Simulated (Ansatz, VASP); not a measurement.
# Two plane-wave programs on KF

```xyz
2
Lattice="0.0000 2.5959 2.5959 2.5959 0.0000 2.5959 2.5959 2.5959 0.0000" Properties=species:S:1:pos:R:3 pbc="T T T"
K     0.0000    0.0000    0.0000
F     2.5959    2.5959    2.5959
```

Alike in both runs: task single point; functional PBEsol; dispersion D3(BJ); k mesh 8 × 8 × 8; occupations gaussian, width 0.05 eV; no spin polarisation.

```csv
,VASP,Ansatz
version,VASP 6.6.1,Ansatz 0.2.0
potentials or method,"VASP PAW PBE potentials, release 64 (K_sv, F), cutoff 520 eV","scalar-relativistic, plane waves, PAW"
valence electrons in the cell,16,16
```

```tsv
	VASP	Ansatz	Ansatz less VASP
gap on the k mesh at the Fermi level (eV)	6.48	6.50	+0.020
least direct gap on the mesh (eV)	6.48	6.50	+0.020
pressure (GPa)	1.0	0.9	-0.14
```

VASP's potentials were made for PBE, not for PBEsol.
